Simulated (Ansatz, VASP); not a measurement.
One calculation of TiSi, two programs

```
CELL_PARAMETERS angstrom
6.45181 0.00000 0.00000
0.00000 3.62244 0.00000
0.00000 0.00000 5.46018
ATOMIC_POSITIONS crystal
Ti 0.67611 0.25000 0.37059
Ti 0.32389 0.75000 0.62941
Ti 0.82389 0.75000 0.87059
Ti 0.17611 0.25000 0.12941
Si 0.54412 0.25000 0.85363
Si 0.45588 0.75000 0.14637
Si 0.95588 0.75000 0.35363
Si 0.04412 0.25000 0.64637
```

Change from the starting cell: strain +0.1000 x Voigt [0, 0, 1, 0, 0, 0], atoms carried along.

Alike in both runs: task single point; functional PBEsol; k mesh 6 × 12 × 8; occupations gaussian, width 0.15 eV; no spin polarisation.

|  | VASP | Ansatz |
| --- | --- | --- |
| version | VASP 6.6.1 | Ansatz 0.2.0 |
| potentials or method | VASP PAW PBE potentials, release 64 (Ti_sv, Si), cutoff 520 eV | scalar-relativistic, plane waves, PAW |
| valence electrons in the cell | 64 | 64 |

Ansatz gave:

- gap on the k mesh at the Fermi level (eV): none
- pressure (GPa): -11.0
- traceless stress, the component that is largest in VASP (GPa): -11.94
- rms of the force components (eV/Å): 0.179

Q: What did VASP give for the same quantities?

A: gap on the k mesh at the Fermi level (eV): none; pressure (GPa): -10.9; traceless stress, the component that is largest in VASP (GPa): -11.98; rms of the force components (eV/Å): 0.181.

VASP's potentials were made for PBE, not for PBEsol. Atom by atom the forces differ by 0.002 eV/Å (rms over components). A gap of «none» marks a metal or a gap that the smearing closes.
